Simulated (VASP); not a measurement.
Runs of VASP 6.6.1 on Ca. The structure is that of space group Fm-3m (No. 225), or close to it. The cells are those of the table. 

| task | cell | gap on the mesh (eV) | pressure (GPa) |
| --- | --- | --- | --- |
| electric field gradients | a = 3.912, b = 3.912, c = 3.952 Å, angles 59.7, 59.7, 60.7°, 1 atom | none | (a) |
| single point | a = 3.992 Å, angles 58.7°, 1 atom | none | -1.2 |
| single point | a = 3.912 Å, angles 61.3°, 1 atom | none | -1.2 |
| single point | a = 3.971, b = 3.971, c = 3.952 Å, angles 60.2, 60.2, 59.7°, 1 atom | none | -1.3 |
| single point | a = 3.971 Å, angles 59.3°, 1 atom | none | -1.2 |

Alike in all rows: level PBEsol; potentials or basis VASP PAW PBE potentials, release 64 (Ca_sv); no spin polarisation; k mesh 11 × 11 × 11; cutoff (eV) 520; smearing fermi-dirac 0.05 eV.

Fill in the values left out.

(a) -0.9.

Caveats: the PAW data sets were made with another functional, which shifts forces and pressure a little.

A gap of «none» marks levels without a gap at the run's occupations.
